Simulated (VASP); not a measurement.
Input of a VASP 6.6.1 run:

INCAR

```
SYSTEM = P4C
  PREC = Accurate
  ENCUT = 520
  EDIFF = 1E-7
  ISMEAR = 0
  SIGMA = 0.1
  LREAL = .False.
  LASPH = .True.
  NELM = 80
  ALGO = Normal
  ISIF = 2
  LWAVE = .False.
  LCHARG = .False.
  GGA = PE
  NBANDS = 20
```

Contents of KPOINTS:

```
Automatic mesh
0
Gamma
  6 6 6
  0 0 0
```

The input POSCAR:

```
P4C
1.0
   -2.5536827127      2.5536827127      2.5536827127
    2.5536827127     -2.5536827127      2.5536827127
    2.5536827127      2.5536827127     -2.5536827127
P C
4 1
Direct
    0.0000000000      0.0000000000      0.5000000000
    0.5000000000      0.0000000000      0.0000000000
    0.0000000000      0.5000000000      0.0000000000
    0.5000000000      0.5000000000      0.5000000000
    0.0000000000      0.0000000000      0.0000000000
```

Potentials or basis: VASP PAW PBE potentials, release 64 (P, C).

Command:

```sh
$ cat potpaw_PBE.64/P/POTCAR potpaw_PBE.64/C/POTCAR > POTCAR
$ mpirun -np 1 vasp_std > vasp.out
```

Problem. Estimate the pressure.

Solution. -0.2 GPa.

Problem. What does it give for the band gap on the k mesh?

Solution. Zero (band 12 reaches 10.43 eV, above the bottom of band 13 at 8.37 eV).
